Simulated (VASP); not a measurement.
# Ti in VASP: settings compared

The runs below take Ti through single point, with PBEsol, r2SCAN.

Everything below comes from runs of VASP 6.6.1. Logs are shortened: lines on timing, memory, paths and dates and some standing lists are left out, and cuts for length are marked.

## 1. The cell of the first run

It takes space group Im-3m (No. 229, cubic). Conventional cell: a = 3.304 Å, b = 3.304 Å, c = 3.304 Å, α = 90.00°, β = 90.00°, γ = 90.00°. Within 3.8 Å of Ti (site symmetry m-3m) lie 14 Ti at 2.86 to 3.30 Å.

## 2. Single point, PBEsol (volume scaled by 1.02)

INCAR reads:

```
SYSTEM = Ti
PREC = Accurate ; ENCUT = 520
EDIFF = 1E-6 ; ISMEAR = -1
SIGMA = 0.05 ; LREAL = .FALSE.
LASPH = .TRUE. ; NELM = 100
ALGO = Normal ; ISIF = 2
LWAVE = .FALSE. ; LCHARG = .TRUE.
GGA = PS ; LELF = .TRUE.
LVHAR = .TRUE. ; NBANDS = 12
```

KPOINTS reads:

```
Automatic mesh
0
G
  11 11 11
  0 0 0
```

POSCAR reads:

```
Ti
1.0
   -1.6518678664      1.6518678664      1.6518678664
    1.6518678664     -1.6518678664      1.6518678664
    1.6518678664      1.6518678664     -1.6518678664
Ti
1
Direct
    0.0000000000      0.0000000000      0.0000000000
```

Potentials or basis: VASP PAW PBE potentials, release 64 (Ti_sv).

Run with:

```
$ cat potpaw_PBE.64/Ti_sv/POTCAR > POTCAR
$ mpirun -np 1 vasp_std > vasp.out
```

OUTCAR:

```text
SYSTEM = Ti
   PREC = Accurate
   ENCUT = 520
   EDIFF = 1E-6
   ISMEAR = -1
   LREAL = .FALSE.
   LASPH = .TRUE.
   NELM = 100
   ISIF = 2
   GGA = PS

 ion  position               nearest neighbor table
   1  0.000  0.000  0.000-

  LATTYP: Found a body centered cubic cell.
 ALAT       =     3.3037357328

  Lattice vectors:

 A1 = (  -1.6518678664,   1.6518678664,   1.6518678664)
 A2 = (   1.6518678664,  -1.6518678664,   1.6518678664)
 A3 = (   1.6518678664,   1.6518678664,  -1.6518678664)

Analysis of symmetry for initial positions (statically):
=====================================================================
 Subroutine PRICEL returns:
 Original cell was already a primitive cell.

 Routine SETGRP: Setting up the symmetry group for a
 body centered cubic supercell.

 Subroutine GETGRP returns: Found 48 space group operations
[... 9 lines left out ...]

 Routine SETGRP: Setting up the symmetry group for a
 body centered cubic supercell.

 Subroutine GETGRP returns: Found 48 space group operations
[... 11 lines left out ...]
                                     Primitive cell

  volume of cell :      18.0296

  direct lattice vectors                    reciprocal lattice vectors
    -1.651867866  1.651867866  1.651867866     0.000000000  0.302687648  0.302687648
     1.651867866 -1.651867866  1.651867866     0.302687648  0.000000000  0.302687648
     1.651867866  1.651867866 -1.651867866     0.302687648  0.302687648  0.000000000

  length of vectors
     2.861119072  2.861119072  2.861119072     0.428064978  0.428064978  0.428064978

  position of ions in fractional coordinates (direct lattice)
     0.000000000  0.000000000  0.000000000

  ion indices of the primitive-cell ions
   primitive index   ion index
                 1           1

----------------------------------------------------------------------------------------

 KPOINTS: Automatic mesh

Automatic generation of k-mesh.
 Grid dimensions read from file:
 generate k-points for:   11   11   11

 Generating k-lattice:

  Cartesian coordinates                     Fractional coordinates (reciprocal lattice)
     0.000000000  0.027517059  0.027517059     0.090909091  0.000000000  0.000000000
     0.027517059  0.000000000  0.027517059     0.000000000  0.090909091  0.000000000
     0.027517059  0.027517059  0.000000000     0.000000000  0.000000000  0.090909091

  Length of vectors
     0.038914998  0.038914998  0.038914998

  Shift w.r.t. Gamma in fractional coordinates (k-lattice)
     0.000000000  0.000000000  0.000000000

 Subroutine IBZKPT returns following result:
 ===========================================

 Found     56 irreducible k-points:

 Following reciprocal coordinates:
            Coordinates               Weight
  0.000000  0.000000  0.000000      1.000000
  0.090909  0.000000  0.000000     12.000000
  0.181818  0.000000  0.000000     12.000000
  0.272727  0.000000  0.000000     12.000000
  0.363636  0.000000  0.000000     12.000000
  0.454545  0.000000  0.000000     12.000000
[... 16 lines left out ...]
  0.272727  0.181818  0.090909     48.000000
  0.363636  0.181818  0.090909     24.000000
 [... further k-points ...]
   k-points           NKPTS =     56   k-points in BZ     NKDIM =     56   number of bands    NBANDS=     12
   number of dos      NEDOS =    301   number of ions     NIONS =      1
   total plane-waves  NPLWV =  13824
   dimension x,y,z NGX =    24 NGY =   24 NGZ =   24
   dimension x,y,z NGXF=    48 NGYF=   48 NGZF=   48
   ions per type =               1
   NGX,Y,Z   is equivalent  to a cutoff of  13.95, 13.95, 13.95 a.u.
   NGXF,Y,Z  is equivalent  to a cutoff of  27.89, 27.89, 27.89 a.u.
 SYSTEM =  Ti
   PREC   = accura    normal or accurate (medium, high low for compatibility)
   ISTART =      0    job   : 0-new  1-cont  2-samecut
   ICHARG =      2    charge: 1-file 2-atom 10-const
   ISPIN  =      1    spin polarized calculation?
   LNONCOLLINEAR =      F non collinear calculations
   LSORBIT =      F    spin-orbit coupling
   LASPH  =      T    aspherical Exc in radial PAW
   ENCUT  =  520.0 eV  38.22 Ry    6.18 a.u.   5.32  5.32  5.32*2*pi/ulx,y,z
   NELM   =    100;   NELMIN=  2; NELMDL= -5     # of ELM steps
   EDIFF  = 0.1E-05   stopping-criterion for ELM
   LREAL  =      F    real-space projection
   EDIFFG = 0.1E-04   stopping-criterion for IOM
   NSW    =      0    number of steps for IOM
   IBRION =     -1    ionic relax: 0-MD 1-quasi-New 2-CG
   NFREE  =      0    steps in history (QN), initial steepest desc. (CG)
   ISIF   =      2    stress and relaxation
   ISYM   =      2    0-nonsym 1-usesym 2-fastsym
   POTIM  = 0.5000    time-step for ionic-motion
   TEBEG  =    0.0;   TEEND  =   0.0 temperature during run
   PSTRESS=    0.0 pullay stress
   NELECT =      12.0000    total number of electrons
   NUPDOWN=      -1.0000    fix difference up-down
   EMIN   =  10.00;   EMAX   =-10.00  energy-range for DOS
   EFERMI =   0.00;   METHOD = LEGACY
   ISMEAR =    -1;   SIGMA  =   0.05  broadening in eV -4-tet -1-fermi 0-gaus
   EFERMI_NEDOS =   21; number of points for ismear=-14 and -15
   IALGO  =     38    algorithm
   IMIX   =      4    mixing-type and parameters
     AMIX     =   0.40;   BMIX     =  1.00
     AMIX_MAG =   1.60;   BMIX_MAG =  1.00
  volume/ion in A,a.u.               =      18.03       121.67
  Fermi-wavevector in a.u.,A,eV,Ry     =   1.429354  2.701088 27.797440  2.043054
  Thomas-Fermi vector in A             =   2.549317
   LORBIT       =      0    0 simple, 1 ext, 2 COOP (PROOUT), +10 PAW based schemes
   GGA     = PS    functional components
   LHFCALC =     F    Hartree Fock is set to
   AEXX    =    0.0000 exact exchange contribution
   IVDW    =     0    specifies the selected vdW correction
   LEPSILON=     F    determine dielectric tensor
   LRPA    =     F    only Hartree local field effects (RPA)
 non-spin polarized calculation
  energy-cutoff  :      520.00
  volume of cell :       18.03
 maximum number of plane-waves:       494
 NGX is ok and might be reduce to    24
   NGX = 11   NGY = 11   NGZ = 11

 number of electron      12.0000003 magnetization

 Free energy of the ion-electron system (eV)
  ---------------------------------------------------
  ext. energy  EPLUGINS =         0.00000000
  ---------------------------------------------------
  free energy    TOTEN  =        -8.20050528 eV

  energy without entropy =       -8.17716485  energy(sigma->0) =       -8.18883506

 E-fermi :   7.5725     XC(G=0): -11.4541

 val. band max:        7.5692138670   @ k =   0.1818   0.0909   0.0909
 cond. band min:       7.5756394000   @ k =  -0.4545  -0.4545   0.0909
 fundamental gap:      0.0064255329
 Fermi energy:         7.5725166120

 k-point     1 :       0.0000    0.0000    0.0000
  band No.  band energies     occupation
      1     -48.7891      2.00000
      2     -24.7810      2.00000
      3     -24.7810      2.00000
      4     -24.7810      2.00000
      5       1.7074      2.00000
      6       8.5306      0.00000
      7       8.5306      0.00000
      8       8.5306      0.00000
      9      10.2225      0.00000
     10      10.2225      0.00000
     11      24.7323      0.00000
     12      24.7323      0.00000

 k-point     2 :       0.0909    0.0000    0.0000
  band No.  band energies     occupation
      1     -48.7801      2.00000
      2     -24.8308      2.00000
      3     -24.7965      2.00000
      4     -24.7813      2.00000
      5       1.9791      2.00000
      6       8.4104      0.00000
      7       8.4918      0.00000
      8       8.7259      0.00000
      9      10.0919      0.00000
     10      10.2305      0.00000
     11      24.2455      0.00000
     12      24.6631      0.00000

 k-point     3 :       0.1818    0.0000    0.0000
  band No.  band energies     occupation
      1     -48.7558      2.00000
      2     -24.9626      2.00000
      3     -24.8378      2.00000
      4     -24.7820      2.00000
      5       2.7440      2.00000
      6       8.1036      0.00005
      7       8.2849      0.00000
      8       9.2815      0.00000
      9       9.9235      0.00000
     10      10.2650      0.00000
     11      22.6889      0.00000
     12      23.9961      0.00000

 k-point     4 :       0.2727    0.0000    0.0000
  band No.  band energies     occupation
      1     -48.7237      2.00000
      2     -25.1319      2.00000
      3     -24.8914      2.00000
      4     -24.7830      2.00000
      5       3.8202      2.00000
      6       7.7314      0.08004
      7       7.9495      0.00106
      8       9.9756      0.00000
      9      10.0973      0.00000
     10      10.3410      0.00000
     11      20.3266      0.00000
     12      22.7035      0.00000

 k-point     5 :       0.3636    0.0000    0.0000
  band No.  band energies     occupation
      1     -48.6941      2.00000
      2     -25.2841      2.00000
      3     -24.9403      2.00000
      4     -24.7839      2.00000
      5       4.7814      2.00000
      6       7.4142      1.91916
      7       7.9592      0.00088
      8      10.1304      0.00000
      9      10.4455      0.00000
     10      10.9742      0.00000
     11      17.8969      0.00000
     12      21.5119      0.00000

 k-point     6 :       0.4545    0.0000    0.0000
  band No.  band energies     occupation
      1     -48.6764      2.00000
      2     -25.3733      2.00000
      3     -24.9691      2.00000
      4     -24.7844      2.00000
      5       5.1744      2.00000
      6       7.2353      1.99765
      7       8.4900      0.00000
      8      10.2007      0.00000
      9      10.5257      0.00000
     10      11.5827      0.00000
     11      16.2055      0.00000
     12      20.8309      0.00000

 k-point     7 :       0.0909    0.0909    0.0000
  band No.  band energies     occupation
      1     -48.7634      2.00000
      2     -24.9214      2.00000
      3     -24.8137      2.00000
      4     -24.7933      2.00000
      5       2.4994      2.00000
      6       8.2438      0.00000
      7       8.3010      0.00000
      8       9.1287      0.00000
      9       9.9038      0.00000
     10      10.2858      0.00000
     11      23.4038      0.00000
     12      24.0983      0.00000

 k-point     8 :       0.1818    0.0909   -0.0000
  band No.  band energies     occupation
      1     -48.7352      2.00000
      2     -25.0647      2.00000
      3     -24.8635      2.00000
      4     -24.7988      2.00000
      5       3.4391      2.00000
      6       7.8989      0.00292
      7       7.9880      0.00049
      8       9.8034      0.00000
      9       9.8643      0.00000
     10      10.3844      0.00000
     11      21.6099      0.00000
     12      22.8357      0.00000
[... 166 lines left out ...]
 k-point    20 :       0.3636    0.0909    0.0909
  band No.  band energies     occupation
      1     -48.6736      2.00000
      2     -25.3287      2.00000
      3     -24.9978      2.00000
      4     -24.8301      2.00000
      5       5.6301      2.00000
      6       7.1082      1.99981
      7       7.9420      0.00123
      8      10.2979      0.00000
      9      10.5431      0.00000
     10      12.5196      0.00000
     11      16.1484      0.00000
     12      20.0299      0.00000

 k-point    21 :      -0.0909    0.0909    0.0909
  band No.  band energies     occupation
      1     -48.7713      2.00000
      2     -24.8473      2.00000
      3     -24.8122      2.00000
      4     -24.8122      2.00000
      5       2.2444      2.00000
      6       8.4918      0.00000
      7       8.4918      0.00000
      8       8.7286      0.00000
      9       9.7742      0.00000
     10      10.3828      0.00000
     11      23.7528      0.00000
     12      25.0682      0.00000

 k-point    22 :       0.1818    0.1818    0.0909
  band No.  band energies     occupation
      1     -48.6919      2.00000
      2     -25.2454      2.00000
      3     -24.9305      2.00000
      4     -24.8584      2.00000
      5       5.3164      2.00000
      6       7.1928      1.99899
      7       7.3036      1.99082
      8      10.2254      0.00000
      9      10.4560      0.00000
     10      11.8208      0.00000
     11      19.3473      0.00000
     12      19.4849      0.00000

 k-point    23 :       0.2727    0.1818    0.0909
  band No.  band energies     occupation
      1     -48.6746      2.00000
      2     -25.2739      2.00000
      3     -25.0098      2.00000
      4     -24.8726      2.00000
      5       6.0454      2.00000
      6       7.0423      1.99995
      7       7.3438      1.97958
      8      10.3330      0.00000
      9      10.5478      0.00000
     10      12.9277      0.00000
     11      17.0557      0.00000
     12      18.6391      0.00000

 k-point    24 :       0.3636    0.1818    0.0909
  band No.  band energies     occupation
      1     -48.6682      2.00000
      2     -25.2753      2.00000
      3     -25.0500      2.00000
      4     -24.8765      2.00000
      5       6.1630      2.00000
      6       7.0096      1.99997
      7       7.5878      0.84809
      8      10.3894      0.00000
      9      10.5743      0.00000
     10      13.6600      0.00000
     11      15.7955      0.00000
     12      18.3347      0.00000

 [... further k-points ...]
[... 5 lines left out ...]
  --------------------------------------------------------------------------------------
  -------------------------------------------------------------------------------------
  Total       -0.9701844     -0.9701844     -0.9701844     -0.0000000     -0.0000000      0.0000000
  in kB      -86.2142338    -86.2142338    -86.2142338     -0.0000000     -0.0000000      0.0000000
  external PRESSURE =     -86.2142338 kB  Pullay stress =       0.0000000 kB

 VOLUME and BASIS-vectors are now :
 -----------------------------------------------------------------------------
  energy-cutoff  :      520.00
  volume of cell :       18.03
      direct lattice vectors                 reciprocal lattice vectors
    -1.651867866  1.651867866  1.651867866     0.000000000  0.302687648  0.302687648
     1.651867866 -1.651867866  1.651867866     0.302687648  0.000000000  0.302687648
     1.651867866  1.651867866 -1.651867866     0.302687648  0.302687648  0.000000000

 POSITION                                       TOTAL-FORCE (eV/Angst)
 -----------------------------------------------------------------------------------
      0.00000      0.00000      0.00000         0.000000      0.000000      0.000000
 -----------------------------------------------------------------------------------
    total drift:                               -0.000000      0.000000      0.000000

  FREE ENERGIE OF THE ION-ELECTRON SYSTEM (eV)
  ---------------------------------------------------
  free  energy   TOTEN  =        -8.2005052771 eV

  energy  without entropy=       -8.1771648509  energy(sigma->0) =       -8.18883506
```

It took 17 s on 1 thread of Intel Xeon 8259CL, shared host; peak memory 0.14 GiB.

What came out:

```yaml
Free_energy: -8.2005 eV
Pressure: -8.6 GPa
Band_gap_on_the_k_mesh: zero (band 6 reaches 8.54 eV, above the bottom of band 7 at 7.01 eV)
```

Caveat: the PAW data sets were made with another functional, which shifts forces and pressure a little.

## 3. Single point, PBEsol (the cell strained at random)

INCAR reads:

```
SYSTEM = Ti
PREC = Accurate
ENCUT = 520
EDIFF = 1E-6
ISMEAR = -1
SIGMA = 0.05
LREAL = .FALSE.
LASPH = .TRUE.
NELM = 60
ALGO = Fast
ISIF = 2
LWAVE = .FALSE.
LCHARG = .FALSE.
GGA = PS
NBANDS = 12
```

KPOINTS reads:

```
regular mesh
0
G
  11 11 11
  0 0 0
```

POSCAR reads:

```
Ti
1.0
   -1.6651410000      1.6614080000      1.5991130000
    1.6803890000     -1.7050710000      1.6580240000
    1.6045370000      1.6444670000     -1.6427760000
Ti
1
Direct
   -0.0072040000      0.0071160000      0.0068240000
```

Potentials or basis: VASP PAW PBE potentials, release 64 (Ti_sv).

Run with:

```
$ cat potpaw_PBE.64/Ti_sv/POTCAR > POTCAR
$ mpirun -np 1 vasp_std > vasp.out
```

It took 4.8 min on 1 thread of Intel Xeon 8259CL, shared host; peak memory 0.25 GiB.

Results (log left out):

```yaml
Free_energy: -8.2142 eV
Pressure: -6.9 GPa
Band_gap_on_the_k_mesh: zero (band 6 reaches 8.65 eV, above the bottom of band 7 at 7.20 eV)
```

Stress tensor (GPa, compression positive):
```
-6.93  1.22 -0.57
 1.22 -6.55  0.93
-0.57  0.93 -7.36
```

Levels at points of the mesh, in eV from the Fermi level:
```tsv
k point	band 3	band 4	band 5	band 6	band 7	band 8	band 9	band 10
(0.00, 0.00, 0.00)	-32.29	-32.26	-5.90	0.79	0.88	1.23	2.69	2.78
```

Caveat: the cell differs from its parent crystal (the cell strained at random); the PAW data sets were made with another functional, which shifts forces and pressure a little.

[end of part 1 of 2]
